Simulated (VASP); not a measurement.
Write the native input for VASP 6.6.1 that does the following.

```yaml
Task: single point
Functional: LDA
Potentials_or_basis: VASP PAW LDA potentials, release 64 (Ti_sv, Si)
Cutoff: 520 eV
k_mesh: 9 × 9 × 1
Occupations: gaussian, width 0.1 eV
Spin: no spin polarisation
Dipole_correction: yes
Further_INCAR_settings: ALGO = Normal; EDIFF = 1e-07; NBANDS = 41
```

The structure of Ti5Si lies in POSCAR:

```
Ti5Si
1.0
    2.8641158409      0.0000000000      0.0000000000
   -1.4320579204      2.4803970776      0.0000000000
    0.0000000000      0.0000000000     24.4912645050
Ti Si
5 1
Direct
    0.6666666667      0.3333333333      0.1633235393
    0.3333333333      0.6666666667      0.2559152254
    0.6666666667      0.3333333333      0.3495151210
    0.3333333333      0.6666666667      0.4443907924
    0.6666666667      0.3333333333      0.5304448246
    1.0000000000      1.0000000000      0.6187139634
```

These files were run (other wordings do the same):

INCAR

```
PREC = Accurate ; ENCUT = 520
EDIFF = 1E-7 ; ISMEAR = 0
SIGMA = 0.1 ; LREAL = F
LASPH = T ; NELM = 80
ALGO = Normal ; ISIF = 2
LWAVE = F ; LCHARG = F
LDIPOL = T ; IDIPOL = 3
DIPOL = 0.5 0.5 0.394 ; GGA = CA
NBANDS = 41
```

KPOINTS

```
Automatic mesh
0
Gamma
  9 9 1
```

Potentials or basis: VASP PAW LDA potentials, release 64 (Ti_sv, Si).

The run is started by

```sh
$ cat potpaw_LDA.64/Ti_sv/POTCAR potpaw_LDA.64/Si/POTCAR > POTCAR
$ mpirun -np 1 vasp_std > vasp.out
```

It gave:

| Item | Value |
| --- | --- |
| Largest force | 0.578 eV/Å |
| Band gap on the k mesh | zero (bands 32 and 33 overlap by 0.96 eV) |

It took 2.4 min on 1 thread of Intel(R) Xeon(R) Platinum 8488C (Sapphire Rapids), on a shared host, peak memory 0.28 GiB.
